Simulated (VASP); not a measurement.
A run of VASP 6.6.1 is set up as follows.

INCAR

```
SYSTEM = ZrB
PREC = Accurate ; ENCUT = 600
EDIFF = 1E-6 ; ISMEAR = -1
SIGMA = 0.1 ; LREAL = .False.
LASPH = .True. ; NELM = 100
ALGO = Normal ; ISIF = 3
LWAVE = .False. ; LCHARG = .False.
GGA = PE ; IBRION = 2
NSW = 60 ; EDIFFG = -0.03
PSTRESS = 100.0
```

KPOINTS

```
Automatic mesh
0
Gamma
  8 8 8
  0 0 0
```

POSCAR

```
ZrB
1.0
    3.0200000000      0.0000000000      0.0000000000
    0.0000000000      3.0200000000      0.0000000000
    0.0000000000      0.0000000000      3.0200000000
Zr B
1 1
Direct
    0.0000000000      0.0000000000      0.0000000000
    0.5000000000      0.5000000000      0.5000000000
```

Potentials or basis: VASP PAW PBE potentials, release 64 (Zr_sv, B).

Launch:

```console
$ cat potpaw_PBE.64/Zr_sv/POTCAR potpaw_PBE.64/B/POTCAR > POTCAR
$ mpirun -np 1 vasp_std > vasp.out
```

**Question.** Estimate the relaxed cell.

**Answer.** a = 2.968 Å, b = 2.968 Å, c = 2.968 Å, α = 90.00°, β = 90.00°, γ = 90.00°.

**Question.** What does it give for the relaxed volume?

**Answer.** 13.07 Å³/atom.

**Question.** What does it give for the space group after relaxing (to 0.05 Å)?

**Answer.** Pm-3m (No. 221).

Final structure:
```yaml
crystal:
  lattice:
    - [2.96792, 0.00000, 0.00000]
    - [0.00000, 2.96792, 0.00000]
    - [0.00000, 0.00000, 2.96792]
  atoms:
    - { symbol: Zr, position: [0.00000, 0.00000, 0.00000] }
    - { symbol: B, position: [0.50000, 0.50000, 0.50000] }
```

Caveat: the cell is relaxed towards a set pressure, so the enthalpy falls and the energy may rise.
